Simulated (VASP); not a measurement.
# Cu2W (P-3m1) in VASP: single point with PBE

Aim: the single point of Cu2W with PBE.

Everything below comes from runs of VASP 6.6.1. Logs are shortened: lines on timing, memory, paths and dates and some standing lists are left out, and cuts for length are marked.

## (1) The cell of the first run

Symmetry: P-3m1, No. 164, trigonal system. The conventional cell has a = 3.653 Å, b = 3.653 Å, c = 3.920 Å, α = 90.00°, β = 90.00°, γ = 120.00°. Within 2.8 Å of Cu (site symmetry 3m) lie 3 W at 2.12 Å and 3 Cu at 2.17 Å. W (site symmetry -3m) has 6 Cu at 2.12 Å within 2.8 Å.

## (2) Single point, PBE

File INCAR:

```
SYSTEM = Cu2W
PREC = Accurate
ENCUT = 520
EDIFF = 1E-7
ISMEAR = 0
SIGMA = 0.1
LREAL = .FALSE.
LASPH = .TRUE.
NELM = 100
ALGO = Normal
ISIF = 2
LWAVE = .FALSE.
LCHARG = .FALSE.
GGA = PE
NBANDS = 25
```

File KPOINTS:

```
Automatic mesh
0
G
  6 6 4
  0 0 0
```

File POSCAR:

```
Cu2W
1.0
    3.6530174400      0.0000000000      0.0000000000
   -1.8265087200      3.1636059000      0.0000000000
    0.0000000000      0.0000000000      3.9201145000
Cu W
2 1
Direct
    0.3333333300      0.6666666700      0.4370881100
    0.6666666700      0.3333333300      0.5629118900
    0.0000000000      0.0000000000      0.5000000000
```

Potentials or basis: VASP PAW PBE potentials, release 64 (Cu, W_sv).

The run is started by

```sh
> cat potpaw_PBE.64/Cu/POTCAR potpaw_PBE.64/W_sv/POTCAR > POTCAR
> mpirun -np 1 vasp_std > vasp.out
```

OUTCAR:

```text
SYSTEM = Cu2W
   PREC = Accurate
   ENCUT = 520
   EDIFF = 1E-7
   ISMEAR = 0
   LREAL = .FALSE.
   LASPH = .TRUE.
   NELM = 100
   ISIF = 2
   GGA = PE

 ion  position               nearest neighbor table
   1  0.333  0.667  0.437-   3 2.12   3 2.12   3 2.12   2 2.17   2 2.17   2 2.17
   2  0.667  0.333  0.563-   3 2.12   3 2.12   3 2.12   1 2.17   1 2.17   1 2.17
   3  0.000  0.000  0.500-   1 2.12   2 2.12   1 2.12   2 2.12   2 2.12   1 2.12

  LATTYP: Found a hexagonal cell.
 ALAT       =     3.6530174400
 C/A-ratio  =     1.0731168313

  Lattice vectors:

 A1 = (   3.6530174400,   0.0000000000,   0.0000000000)
 A2 = (  -1.8265087200,   3.1636059000,   0.0000000000)
 A3 = (   0.0000000000,   0.0000000000,   3.9201145000)

Analysis of symmetry for initial positions (statically):
=====================================================================
 Subroutine PRICEL returns:
 Original cell was already a primitive cell.

 Routine SETGRP: Setting up the symmetry group for a
 hexagonal supercell.

 Subroutine GETGRP returns: Found 12 space group operations
 (whereof 12 operations were pure point group operations)
 out of a pool of 24 trial point group operations.

The static configuration has the point symmetry D_3d.

Analysis of symmetry for dynamics (positions and initial velocities):
=====================================================================
 Subroutine PRICEL returns:
 Original cell was already a primitive cell.

 Routine SETGRP: Setting up the symmetry group for a
 hexagonal supercell.

 Subroutine GETGRP returns: Found 12 space group operations
 (whereof 12 operations were pure point group operations)
 out of a pool of 24 trial point group operations.

The dynamic configuration has the point symmetry D_3d.

 Subroutine INISYM returns: Found 12 space group operations
 (whereof 12 operations are pure point group operations),
 and found     1 'primitive' translations

----------------------------------------------------------------------------------------

                                     Primitive cell

  volume of cell :      45.3036

  direct lattice vectors                    reciprocal lattice vectors
     3.653017440  0.000000000  0.000000000     0.273746298  0.158047499  0.000000000
    -1.826508720  3.163605900  0.000000000     0.000000000  0.316094998  0.000000000
     0.000000000  0.000000000  3.920114500     0.000000000  0.000000000  0.255094590

  length of vectors
     3.653017440  3.653017437  3.920114500     0.316094998  0.316094998  0.255094590

  position of ions in fractional coordinates (direct lattice)
     0.333333330  0.666666670  0.437088110
     0.666666670  0.333333330  0.562911890
     0.000000000  0.000000000  0.500000000

  ion indices of the primitive-cell ions
   primitive index   ion index
                 1           1
                 2           2
                 3           3

----------------------------------------------------------------------------------------

 KPOINTS: Automatic mesh

Automatic generation of k-mesh.
 Grid dimensions read from file:
 generate k-points for:    6    6    4

 Generating k-lattice:

  Cartesian coordinates                     Fractional coordinates (reciprocal lattice)
     0.045624383  0.026341250  0.000000000     0.166666667  0.000000000  0.000000000
     0.000000000  0.052682500  0.000000000     0.000000000  0.166666667  0.000000000
     0.000000000  0.000000000  0.063773647     0.000000000  0.000000000  0.250000000

  Length of vectors
     0.052682500  0.052682500  0.063773647

  Shift w.r.t. Gamma in fractional coordinates (k-lattice)
     0.000000000  0.000000000  0.000000000

 Subroutine IBZKPT returns following result:
 ===========================================

 Found     24 irreducible k-points:

 Following reciprocal coordinates:
            Coordinates               Weight
  0.000000  0.000000  0.000000      1.000000
  0.166667  0.000000  0.000000      6.000000
  0.333333  0.000000  0.000000      6.000000
  0.500000 -0.000000  0.000000      3.000000
  0.166667  0.166667  0.000000      6.000000
  0.333333  0.166667  0.000000     12.000000
[... 16 lines left out ...]
  0.333333  0.166667  0.500000     12.000000
  0.333333  0.333333  0.500000      2.000000
   k-points           NKPTS =     24   k-points in BZ     NKDIM =     24   number of bands    NBANDS=     25
   number of dos      NEDOS =    301   number of ions     NIONS =      3
   total plane-waves  NPLWV =  23520
   dimension x,y,z NGX =    28 NGY =   28 NGZ =   30
   dimension x,y,z NGXF=    56 NGYF=   56 NGZF=   60
   ions per type =               2   1
   NGX,Y,Z   is equivalent  to a cutoff of  12.74, 12.74, 12.72 a.u.
   NGXF,Y,Z  is equivalent  to a cutoff of  25.49, 25.49, 25.45 a.u.
 SYSTEM =  Cu2W
   PREC   = accura    normal or accurate (medium, high low for compatibility)
   ISTART =      0    job   : 0-new  1-cont  2-samecut
   ICHARG =      2    charge: 1-file 2-atom 10-const
   ISPIN  =      1    spin polarized calculation?
   LNONCOLLINEAR =      F non collinear calculations
   LSORBIT =      F    spin-orbit coupling
   LASPH  =      T    aspherical Exc in radial PAW
   ENCUT  =  520.0 eV  38.22 Ry    6.18 a.u.   6.79  6.79  7.29*2*pi/ulx,y,z
   NELM   =    100;   NELMIN=  2; NELMDL= -5     # of ELM steps
   EDIFF  = 0.1E-06   stopping-criterion for ELM
   LREAL  =      F    real-space projection
   EDIFFG = 0.1E-05   stopping-criterion for IOM
   NSW    =      0    number of steps for IOM
   IBRION =     -1    ionic relax: 0-MD 1-quasi-New 2-CG
   NFREE  =      0    steps in history (QN), initial steepest desc. (CG)
   ISIF   =      2    stress and relaxation
   ISYM   =      2    0-nonsym 1-usesym 2-fastsym
   POTIM  = 0.5000    time-step for ionic-motion
   TEBEG  =    0.0;   TEEND  =   0.0 temperature during run
   PSTRESS=    0.0 pullay stress
   NELECT =      36.0000    total number of electrons
   NUPDOWN=      -1.0000    fix difference up-down
   EMIN   =  10.00;   EMAX   =-10.00  energy-range for DOS
   EFERMI =   0.00;   METHOD = LEGACY
   ISMEAR =     0;   SIGMA  =   0.10  broadening in eV -4-tet -1-fermi 0-gaus
   EFERMI_NEDOS =   21; number of points for ismear=-14 and -15
   IALGO  =     38    algorithm
   IMIX   =      4    mixing-type and parameters
     AMIX     =   0.40;   BMIX     =  1.00
     AMIX_MAG =   1.60;   BMIX_MAG =  1.00
  volume/ion in A,a.u.               =      15.10       101.91
  Fermi-wavevector in a.u.,A,eV,Ry     =   1.516345  2.865477 31.283907  2.299302
  Thomas-Fermi vector in A             =   2.625747
   LORBIT       =      0    0 simple, 1 ext, 2 COOP (PROOUT), +10 PAW based schemes
   GGA     = PE    functional components
   LHFCALC =     F    Hartree Fock is set to
   AEXX    =    0.0000 exact exchange contribution
   IVDW    =     0    specifies the selected vdW correction
   LEPSILON=     F    determine dielectric tensor
   LRPA    =     F    only Hartree local field effects (RPA)
 non-spin polarized calculation
 Gauss-broadening in eV      SIGMA  =   0.10
  energy-cutoff  :      520.00
  volume of cell :       45.30
 maximum number of plane-waves:      1248
 NGX is ok and might be reduce to    28
   NGX = 13   NGY = 13   NGZ = 15

 number of electron      36.0000013 magnetization

 Free energy of the ion-electron system (eV)
  ---------------------------------------------------
  ext. energy  EPLUGINS =         0.00000000
  ---------------------------------------------------
  free energy    TOTEN  =        -9.06918479 eV

  energy without entropy =       -9.04977469  energy(sigma->0) =       -9.05947974

 E-fermi :   7.4003     XC(G=0): -11.6959

 val. band max:        7.3850729824   @ k =   0.3333   0.0000   0.2500
 cond. band min:       7.4007275480   @ k =   0.1667   0.1667   0.2500
 fundamental gap:      0.0156545656
 Fermi energy:         7.4003074529

 k-point     1 :       0.0000    0.0000    0.0000
  band No.  band energies     occupation
      1     -66.6581      2.00000
      2     -31.3393      2.00000
      3     -31.3393      2.00000
      4     -30.8695      2.00000
      5      -2.2384      2.00000
      6       0.7339      2.00000
[... 17 lines left out ...]
     24      17.5390      0.00000
     25      17.5390      0.00000

 k-point     2 :       0.1667    0.0000    0.0000
  band No.  band energies     occupation
      1     -66.6563      2.00000
      2     -31.3582      2.00000
      3     -31.3347      2.00000
      4     -30.8683      2.00000
      5      -1.6458      2.00000
      6       0.3208      2.00000
[... 17 lines left out ...]
     24      16.7013      0.00000
     25      17.5774      0.00000

 k-point     3 :       0.3333    0.0000    0.0000
  band No.  band energies     occupation
      1     -66.6526      2.00000
      2     -31.3947      2.00000
      3     -31.3257      2.00000
      4     -30.8657      2.00000
      5      -0.6444      2.00000
      6      -0.2012      2.00000
[... 17 lines left out ...]
     24      16.1942      0.00000
     25      18.0692      0.00000

 k-point     4 :       0.5000   -0.0000    0.0000
  band No.  band energies     occupation
      1     -66.6508      2.00000
      2     -31.4123      2.00000
      3     -31.3211      2.00000
      4     -30.8644      2.00000
      5      -1.1028      2.00000
      6       0.7843      2.00000
[... 17 lines left out ...]
     24      16.9175      0.00000
     25      17.3363      0.00000
[... 477 lines left out ...]
 k-point    22 :       0.1667    0.1667    0.5000
  band No.  band energies     occupation
      1     -66.6533      2.00000
      2     -31.3789      2.00000
      3     -31.3322      2.00000
      4     -30.8821      2.00000
      5      -0.4503      2.00000
      6      -0.1968      2.00000
[... 17 lines left out ...]
     24      15.0363      0.00000
     25      16.6441      0.00000

 k-point    23 :       0.3333    0.1667    0.5000
  band No.  band energies     occupation
      1     -66.6505      2.00000
      2     -31.3955      2.00000
      3     -31.3349      2.00000
      4     -30.8800      2.00000
      5      -0.8387      2.00000
      6       0.0886      2.00000
[... 17 lines left out ...]
     24      13.8332      0.00000
     25      14.9178      0.00000

 k-point    24 :       0.3333    0.3333    0.5000
  band No.  band energies     occupation
      1     -66.6497      2.00000
      2     -31.3681      2.00000
      3     -31.3681      2.00000
      4     -30.8793      2.00000
      5      -0.6264      2.00000
      6      -0.6264      2.00000
[... 17 lines left out ...]
     24      13.7043      0.00000
     25      13.7043      0.00000

------------------------ aborting loop because EDIFF is reached ----------------------------------------

  FORCE on cell =-STRESS in cart. coord.  units (eV):
  Direction    XX          YY          ZZ          XY          YZ          ZX
  --------------------------------------------------------------------------------------
  -------------------------------------------------------------------------------------
  Total       45.1017362     45.1017361     -0.8090319      0.0000000     -0.0000000      0.0000000
  in kB     1595.0377577   1595.0377541    -28.6116789      0.0000000     -0.0000000      0.0000000
  external PRESSURE =    1053.8212776 kB  Pullay stress =       0.0000000 kB

 VOLUME and BASIS-vectors are now :
 -----------------------------------------------------------------------------
  energy-cutoff  :      520.00
  volume of cell :       45.30
      direct lattice vectors                 reciprocal lattice vectors
     3.653017440  0.000000000  0.000000000     0.273746298  0.158047499  0.000000000
    -1.826508720  3.163605900  0.000000000     0.000000000  0.316094998  0.000000000
     0.000000000  0.000000000  3.920114500     0.000000000  0.000000000  0.255094590

 POSITION                                       TOTAL-FORCE (eV/Angst)
 -----------------------------------------------------------------------------------
     -0.00000      2.10907      1.71344         0.000000      0.000000     -3.447896
      1.82651      1.05454      2.20668        -0.000000     -0.000000      3.447896
      0.00000      0.00000      1.96006         0.000000      0.000000      0.000000
 -----------------------------------------------------------------------------------
    total drift:                                0.000000      0.000000     -0.000000

  FREE ENERGIE OF THE ION-ELECTRON SYSTEM (eV)
  ---------------------------------------------------
  free  energy   TOTEN  =        -9.0691847935 eV

  energy  without entropy=       -9.0497746919  energy(sigma->0) =       -9.05947974
```

Wall time 35 s (1 thread of Intel Xeon Platinum 8259CL at 2.50GHz (Skylake/Cascade Lake), shared host); peak memory 0.17 GiB.

What came out:

- Free energy: -9.0692 eV
- Pressure: 105.4 GPa
- Largest force: 3.448 eV/Å
- Band gap on the k mesh: zero (band 18 reaches 8.35 eV, above the bottom of band 19 at 6.57 eV)

Forces on the atoms (eV/Å):
```
Cu   0.000  0.000 -3.448
Cu   0.000  0.000  3.448
W    0.000  0.000  0.000
```

Caveat: the k points lie up to 0.40 Å⁻¹ apart; spin-orbit coupling is left out, which moves the levels of the heavy elements; forces of over 1 eV/Å act on the atoms, so gaps and moduli don't describe the material at rest.
